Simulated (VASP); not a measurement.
A run of VASP 6.6.1 is set up as follows.

POSCAR

```
FeSi
1.0
    4.2193944156      0.0000000000      0.0000000000
    0.0000000000      4.2193944156      0.0000000000
    0.0000000000      0.0000000000      4.2193944156
Fe Si
4 4
Direct
    0.1407198974      0.1407198974      0.1407198974
    0.3592801026      0.8592801026      0.6407198974
    0.6407198974      0.3592801026      0.8592801026
    0.8592801026      0.6407198974      0.3592801026
    0.8430639529      0.8430639529      0.8430639529
    0.6569360471      0.1569360471      0.3430639529
    0.3430639529      0.6569360471      0.1569360471
    0.1569360471      0.3430639529      0.6569360471
```

Contents of INCAR.step1:

```
PREC = Accurate ; ENCUT = 520
ISMEAR = 0 ; SIGMA = 0.05
LREAL = F ; LASPH = T
NELM = 80 ; NBANDS = 34
GGA = PE ; ALGO = Normal
EDIFF = 1E-4 ; LWAVE = T
LCHARG = F
```

File INCAR.step2:

```
PREC = Accurate ; ENCUT = 520
EDIFF = 1E-7 ; ISMEAR = 0
SIGMA = 0.05 ; LREAL = F
LASPH = T ; NELM = 80
ALGO = Normal ; ISIF = 2
LWAVE = F ; LCHARG = T
METAGGA = R2SCAN ; LMIXTAU = T
LELF = T ; LVHAR = T
NBANDS = 34 ; ISTART = 1
```

KPOINTS

```
Automatic mesh
0
Gamma
  8 8 8
```

Potentials or basis: VASP PAW PBE potentials, release 64 (Fe, Si).

Run with:

```console
$ cat potpaw_PBE.64/Fe/POTCAR potpaw_PBE.64/Si/POTCAR > POTCAR
$ cp INCAR.step1 INCAR
$ mpirun -np 1 vasp_std > vasp.out
$ cp INCAR.step2 INCAR
$ mpirun -np 1 vasp_std > vasp.out
```

Question: Predict the largest force.

Answer: 0.055 eV/Å.

Question: Estimate the pressure.

Answer: 43.0 GPa.

Forces in eV/Å, atoms in the order of the input:
```
Fe   0.031  0.031  0.031
Fe  -0.031 -0.031  0.031
Fe   0.031 -0.031 -0.031
Fe  -0.031  0.031 -0.031
Si   0.000  0.000  0.000
Si   0.000  0.000  0.000
Si   0.000  0.000  0.000
Si   0.000  0.000  0.000
```

Caveat: the cell stands under pressure; the PAW data sets were made with another functional, which shifts forces and pressure a little. Spin polarisation is off, so any magnetic state and its effect on volume and gap are missing.
